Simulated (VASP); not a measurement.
Crystal: Yb3InC.

```
Yb In C
1.0
     5.06320    0.00000    0.00000
     0.00000    5.06320    0.00000
     0.00000    0.00000    5.06320
Yb In C
3 1 1
Direct
  0.50000 0.00000 0.50000
  0.00000 0.50000 0.50000
  0.50000 0.50000 0.00000
  0.00000 0.00000 0.00000
  0.50000 0.50000 0.50000
```

Base run:

| Quantity | Value |
| --- | --- |
| Program | VASP 6.6.1 |
| Functional | PBE |
| Potentials or basis | VASP PAW PBE potentials, release 64 (Yb, In_d, C) |
| Cutoff | 600 eV |
| k mesh | 4 × 4 × 4 |
| Occupations | fermi-dirac, width 0.5 eV |
| Spin | no spin polarisation |

Its results: band gap on the k mesh zero (an odd number of electrons rules out a gap without spin polarisation); pressure -3.9 GPa.

The run is repeated on the same cell with these changes: occupations from fermi-dirac, width 0.5 eV to fermi-dirac, width 0.2 eV. What comes out?

Band gap on the k mesh zero (an odd number of electrons rules out a gap without spin polarisation); pressure -3.5 GPa.

Caveats: the cell stands under tension; spin-orbit coupling is left out, which moves the levels of the heavy elements; so wide a smearing shifts energies and pressures (at least some runs).
